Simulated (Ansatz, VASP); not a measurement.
# One calculation of MnS, two programs

File INCAR:

```
SYSTEM = MnS
PREC = Accurate ; ENCUT = 520
EDIFF = 1E-6 ; ISMEAR = 0
SIGMA = 0.05 ; LREAL = .False.
LASPH = .True. ; NELM = 150
ALGO = Normal ; ISIF = 2
LWAVE = .False. ; LCHARG = .False.
ISPIN = 2 ; MAGMOM = 4.63 0
LORBIT = 11 ; LMAXMIX = 4
GGA = PE ; NBANDS = 20
```

File KPOINTS:

```
Automatic mesh
0
Gamma
  6 6 6
  0 0 0
```

File POSCAR:

```
MnS
1.0
    0.0000000000      2.6122498864      2.6122498864
    2.6122498864      0.0000000000      2.6122498864
    2.6122498864      2.6122498864      0.0000000000
Mn S
1 1
Direct
    0.0000000000      0.0000000000      0.0000000000
    0.5000000000      0.5000000000      0.5000000000
```

Input for Ansatz:

```yaml
crystal:
  lattice:
    - [0.0, 2.6122498864, 2.6122498864]
    - [2.6122498864, 0.0, 2.6122498864]
    - [2.6122498864, 2.6122498864, 0.0]
  atoms:
    - { symbol: Mn, position: [0.0, 0.0, 0.0], spin: 4.63 }
    - { symbol: S, position: [0.5, 0.5, 0.5] }
basis:
  ecutwfc: 420
  ecutrho_ratio: 4
kpoints:
  mp_grid: { grid: [6, 6, 6] }
hamiltonian:
  xc: pbe
scf:
  occupations: { method: gaussian, width: 0.05 }
  lower_state_search: "off"
output:
  forces: true
  stress: true
  eigenvalues: true
  populations: true
  write_density: true
  write_potential: true
  elf: true
  volumetric_format: npy
magnetization:
  spin_polarized: true
checkpoint:
  read: start.run
  write: ck
  compress: false
  write_wavefunctions: false
  write_every: 100000
```

Alike in both runs: task single point; functional PBE; k mesh 6 × 6 × 6; occupations gaussian, width 0.05 eV; collinear spin.

|  | VASP | Ansatz |
| --- | --- | --- |
| version | VASP 6.6.1 | Ansatz 0.2.0 |
| potentials or method | VASP PAW PBE potentials, release 64 (Mn_pv, S), cutoff 520 eV | scalar-relativistic, plane waves, PAW |
| valence electrons in the cell | 19 | 21 |

```csv
,VASP,Ansatz,Ansatz less VASP
gap on the k mesh at the Fermi level (eV),none,none,-
pressure (GPa),-4.0,-4.0,+0.01
net moment per atom (μB),2.34,2.34,0.000
size of the moment on the site where the two differ most (μB),4.25,4.20,-0.043
```

Site moments also hang on the region over which each program counts them. A gap of «none» marks a metal or a gap that the smearing closes. The functional is the same, so the differences come from potentials, cutoffs and numerics. VASP's potentials hold 19 valence electrons a cell and Ansatz's 21, so a difference there can come from the potentials and not from the codes.
